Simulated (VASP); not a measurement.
MgO: single point with PBE

The system is MgO.

```
Mg O
1.0
     0.00000    2.14487    2.14487
     2.14487    0.00000    2.14487
     2.14487    2.14487    0.00000
Mg O
1 1
Direct
  0.00000 0.00000 0.00000
  0.50000 0.50000 0.50000
```

This cell differs from its parent crystal: the cell strained.

| Property | Result |
| --- | --- |
| Program | VASP 6.6.1 |
| Task | single point |
| Functional | PBE |
| Potentials or basis | VASP PAW PBE potentials, release 64 (Mg, O) |
| Cutoff | 600 eV |
| k mesh | 10 × 10 × 10 |
| Occupations | gaussian, width 0.05 eV |
| Spin | no spin polarisation |
| Dipole correction | no |
| Further INCAR settings | ALGO = Normal; EDIFF = 1e-06; NBANDS = 11 |

- Pressure: -4.6 GPa
- Band gap on the k mesh: 4.21 eV

Levels at points of the mesh, in eV from the valence-band top:
```csv
k point,band 1,band 2,band 3,band 4,band 5,band 6,band 7,band 8
"(0.00, 0.00, 0.00)",-16.99,0.00,0.00,0.00,4.21,15.49,15.49,15.49
"(0.50, 0.00, 0.00)",-15.84,-4.38,-0.59,-0.59,7.55,11.99,15.75,15.75
"(0.50, 0.50, 0.00)",-15.60,-3.86,-1.27,-1.27,9.05,9.39,12.53,18.15
```

Wall time 7.9 s on 1 thread of Intel(R) Xeon(R) Platinum 8259CL CPU @ 2.50GHz (Skylake/Cascade Lake), with other jobs on the host, peak memory 0.14 GiB.

Caveat: the cell differs from its parent crystal (the cell strained); the cell stands under tension.
